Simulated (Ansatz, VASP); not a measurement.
# ZnCu in VASP and in Ansatz

```
Zn Cu
1.0
     2.94500    0.00000    0.00000
     0.00000    2.94500    0.00000
     0.00000    0.00000    2.94500
Zn Cu
1 1
Direct
  0.50000 0.50000 0.50000
  0.99265 0.99265 0.99265
```

Change from the starting cell: all Cu atoms moved +0.037 Å, as atom 2 towards its neighbour atom 1 (Zn) at 2.550 Å.

Alike in both runs: task single point; functional PBEsol; k mesh 16 × 16 × 16; occupations gaussian, width 0.15 eV; no spin polarisation.

|  | VASP | Ansatz |
| --- | --- | --- |
| version | VASP 6.6.1 | Ansatz 0.2.0 |
| potentials or method | VASP PAW PBE potentials, release 64 (Zn, Cu), cutoff 520 eV | scalar-relativistic, plane waves, PAW |
| valence electrons in the cell | 23 | 31 |

Ansatz gave:

- gap on the k mesh at the Fermi level (eV): none
- pressure (GPa): -4.6
- traceless stress, the component that is largest in VASP (GPa): 0.05
- rms of the force components (eV/Å): 0.096

Estimate VASP's values.

gap on the k mesh at the Fermi level (eV): none; pressure (GPa): -3.9; traceless stress, the component that is largest in VASP (GPa): 0.05; rms of the force components (eV/Å): 0.098.

VASP's potentials were made for PBE, not for PBEsol. Atom by atom the forces differ by 0.002 eV/Å (rms over components). A gap of «none» marks a metal or a gap that the smearing closes. With one functional, cell and mesh, what is left measures potentials, basis and numerics. VASP's potentials hold 23 valence electrons a cell and Ansatz's 31, so a difference there can come from the potentials and not from the codes.
